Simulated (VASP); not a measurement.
A run of VASP 6.6.1:

File POSCAR:

```
TiO2
1.0
    5.5619881362      0.0000000000      0.0000000000
   -2.7809940681      4.8168230215      0.0000000000
    0.0000000000      0.0000000000      6.0602254533
Ti O
3 6
Direct
    0.4661652404      0.0000000000      0.3333333333
    0.0000000000      0.4661652404      0.6666666667
    0.5338347596      0.5338347596      0.0000000000
    0.3988891711      0.2570577455      0.2136009961
    0.7282623134      0.1472046569      0.5469343295
    0.8527953431      0.5810576565      0.8802676628
    0.2717376866      0.4189423435      0.7863990039
    0.1472046569      0.7282623134      0.4530656705
    0.5810576565      0.8527953431      0.1197323372
```

Contents of INCAR.step1:

```
PREC = Accurate ; ENCUT = 520
ISMEAR = 0 ; SIGMA = 0.05
LREAL = False ; LASPH = True
NELM = 80 ; NBANDS = 46
GGA = PE ; ALGO = Normal
EDIFF = 1E-4 ; LWAVE = True
LCHARG = False
```

Contents of INCAR.step2:

```
PREC = Accurate ; ENCUT = 520
EDIFF = 1E-6 ; ISMEAR = 0
SIGMA = 0.05 ; LREAL = False
LASPH = True ; NELM = 80
ALGO = Normal ; ISIF = 2
LWAVE = False ; LCHARG = False
METAGGA = R2SCAN ; LMIXTAU = True
NBANDS = 46 ; ISTART = 1
```

The input KPOINTS:

```
regular mesh
0
Gamma
  6 6 4
```

Potentials or basis: VASP PAW PBE potentials, release 64 (Ti_sv, O).

Launch:

```sh
$ cat potpaw_PBE.64/Ti_sv/POTCAR potpaw_PBE.64/O/POTCAR > POTCAR
$ cp INCAR.step1 INCAR
$ mpirun -np 1 vasp_std > vasp.out
$ cp INCAR.step2 INCAR
$ mpirun -np 1 vasp_std > vasp.out
```

Hardware: 1 thread of Oxide Virtual Turin-like Processor, on a shared host.

Task: Estimate the wall time of this run.

Result: Run time: 39 min on 1 thread of Oxide Virtual Turin-like Processor, with other jobs on the host, peak memory 0.54 GiB. Counts: k points 76.
